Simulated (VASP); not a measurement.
A run of VASP 6.6.1:

File INCAR:

```
PREC     = Accurate       # precision mode
ENCUT    = 520            # plane-wave cutoff, eV
EDIFF    = 1E-7           # SCF threshold, eV
ISMEAR   = 0              # smearing method
SIGMA    = 0.05           # smearing width, eV
LREAL    = F              # projectors in reciprocal space
LASPH    = T              # aspherical terms in the spheres
NELM     = 150            # most SCF steps
ALGO     = Normal         # electronic algorithm
ISIF     = 2              # what is computed and relaxed
LWAVE    = F              # write WAVECAR
LCHARG   = F              # write CHGCAR
ISPIN    = 2              # spin polarisation
MAGMOM   = 1.62 0         # initial moments
LORBIT   = 11             # projections on sites
LMAXMIX  = 4              # l up to which the mixer works
GGA      = PE             # functional
NBANDS   = 19             # bands
```

The input KPOINTS:

```
regular mesh
0
Gamma
  14 14 14
```

The input POSCAR:

```
NiO
1.0
    0.0000000000      2.1084194095      2.1084194095
    2.1084194095      0.0000000000      2.1084194095
    2.1084194095      2.1084194095      0.0000000000
Ni O
1 1
Direct
    0.0000000000      0.0000000000      0.0000000000
    0.5000000000      0.5000000000      0.5000000000
```

Potentials or basis: VASP PAW PBE potentials, release 64 (Ni, O).

Run with:

```bash
$ cat potpaw_PBE.64/Ni/POTCAR potpaw_PBE.64/O/POTCAR > POTCAR
$ mpirun -np 1 vasp_std > vasp.out
```

Hardware: 1 thread of Intel Xeon 8259CL, on a shared host.

Q: Estimate the wall time of this run.

A: Run time: 2.1 min on 1 thread of Intel Xeon 8259CL, on a shared host, peak memory 0.19 GiB. Counts: scf iterations 17, k points 104.
